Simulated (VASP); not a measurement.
Input of a VASP 6.6.1 run:

File INCAR:

```
SYSTEM = SiMo3
  ALGO = Fast
  EDIFF = 1E-6
  ENCUT = 520
  GGA = PE
  ISIF = 2
  ISMEAR = 0
  LASPH = .TRUE.
  LCHARG = .FALSE.
  LREAL = .FALSE.
  LWAVE = .FALSE.
  NBANDS = 56
  NELM = 80
  PREC = Accurate
  SIGMA = 0.15
```

File KPOINTS:

```
k-points
0
G
  8 8 8
  0 0 0
```

The input POSCAR:

```
SiMo3
1.0
    4.9064535172      0.0000000000      0.0000000000
    0.0000000000      4.9064535172      0.0000000000
    0.0000000000      0.0000000000      4.9064535172
Si Mo
2 6
Direct
    0.0029417902      0.0029417902      0.0029417902
    0.5029417902      0.5029417902      0.5029417902
    0.2500000000      0.0000000000      0.5000000000
    0.5000000000      0.7500000000      0.0000000000
    0.7500000000      0.0000000000      0.5000000000
    0.5000000000      0.2500000000      0.0000000000
    0.0000000000      0.5000000000      0.7500000000
    0.0000000000      0.5000000000      0.2500000000
```

Potentials or basis: VASP PAW PBE potentials, release 64 (Si, Mo_sv).

Command:

```sh
$ cat potpaw_PBE.64/Si/POTCAR potpaw_PBE.64/Mo_sv/POTCAR > POTCAR
$ mpirun -np 1 vasp_std > vasp.out
```

**Question.** Predict the pressure.

**Answer.** 0.5 GPa.

**Question.** What does it give for the band gap on the k mesh?

**Answer.** Zero (bands 46 and 47 overlap by 2.43 eV).

**Question.** What does it give for the largest force?

**Answer.** 0.215 eV/Å.

Forces in eV/Å, atoms in the order of the input:
```
Si  -0.124 -0.124 -0.124
Si  -0.124 -0.124 -0.124
Mo   0.019  0.051  0.055
Mo   0.051  0.019  0.055
Mo   0.019  0.055  0.051
Mo   0.055  0.019  0.051
Mo   0.055  0.051  0.019
Mo   0.051  0.055  0.019
```

Caveat: the cell differs from its parent crystal (all Si atoms moved +0.025 Å, as atom 1 along Cartesian [1 1 1]).
